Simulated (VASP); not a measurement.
Runs of VASP 6.6.1 on Ho. The structure is that of space group Fm-3m (No. 225), or close to it. The cells are those of the table. This isn't the form of Ho at room conditions, which is hcp.

| cell | gap on the mesh (eV) | pressure (GPa) | moment (μB) |
| --- | --- | --- | --- |
| a = 3.551 Å, angles 60.0°, 1 atom | none | 2.2 | 3.63 |
| a = 3.574 Å, angles 60.0°, 1 atom | none | (a) | 3.63 |
| a = 3.455 Å, angles 60.0°, 1 atom | none | 4.9 | 3.64 |
| a = 3.504 Å, angles 60.0°, 1 atom | none | 3.3 | 3.64 |

Alike in all rows: task single point; level PBE; potentials or basis VASP PAW PBE potentials, release 64 (Ho); spin collinear, ferromagnetic start; k mesh 9 × 9 × 9; cutoff (eV) 520; smearing fermi-dirac 0.05 eV.

Problem. Fill in the values left out.

Solution. (a) 1.6.

Caveats: the magnetic or orbital state may not be the lowest; spin-orbit coupling is left out, which moves the levels of the heavy elements; semilocal functionals describe open f shells poorly, which spoils levels, moments and volumes; the cell stands under pressure (at least some runs).

A k mesh can miss the band edges, and the runs leave out spin-orbit coupling on Ho.

A gap of «none» marks levels without a gap at the run's occupations.
